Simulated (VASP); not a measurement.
Write the native input for VASP 6.6.1 that does the following.

| Item | Value |
| --- | --- |
| Task | relaxation of shape and atoms at fixed volume |
| Functional | PBEsol |
| Potentials or basis | VASP PAW PBE potentials, release 64 (Al, Ni) |
| Cutoff | 600 eV |
| k mesh | 12 × 12 × 8 |
| Occupations | gaussian, width 0.1 eV |
| Spin | no spin polarisation |
| Dipole correction | no |
| Further INCAR settings | ALGO = Fast; EDIFF = 1e-07; IBRION = 2; EDIFFG = -0.01; NSW = 50; ISIF = 4 |

The structure of Al3Ni2 lies in POSCAR:

```
Al3Ni2
1.0
    4.0427772621      0.0000000000      0.0000000000
   -2.0213886310      3.5011478108      0.0000000000
    0.0000000000      0.0000000000      4.9075812495
Al Ni
3 2
Direct
    0.0000000000      0.0000000000      0.0000000000
    0.3333333333      0.6666666667      0.6477829058
    0.6666666667      0.3333333333      0.3522170942
    0.3333333333      0.6666666667      0.1455709071
    0.6666666667      0.3333333333      0.8544290929
```

This cell differs from its parent crystal: volume scaled by 1.03.

One way to write it, as run:

INCAR

```
ALGO = Fast
EDIFF = 1E-7
EDIFFG = -0.01
ENCUT = 600
GGA = PS
IBRION = 2
ISIF = 4
ISMEAR = 0
LASPH = True
LCHARG = False
LREAL = False
LWAVE = False
NELM = 60
NSW = 50
PREC = Accurate
SIGMA = 0.1
```

KPOINTS

```
k-points
0
Gamma
  12 12 8
```

Potentials or basis: VASP PAW PBE potentials, release 64 (Al, Ni).

Launch:

```bash
$ cat potpaw_PBE.64/Al/POTCAR potpaw_PBE.64/Ni/POTCAR > POTCAR
$ mpirun -np 1 vasp_std > vasp.out
```

It gave:

```
Energy gained by relaxing    : 0.0 meV/atom
Ionic steps                  : 3
Pressure after relaxing      : -3.9 GPa
Largest force after relaxing : 0.005 eV/Å
```

Caveat: the PAW data sets were made with another functional, which shifts forces and pressure a little.

Wall time 5.3 min on 1 thread of AMD EPYC 7R43 64-Core Processor (Zen 3), with other jobs on the host, peak memory 0.29 GiB.
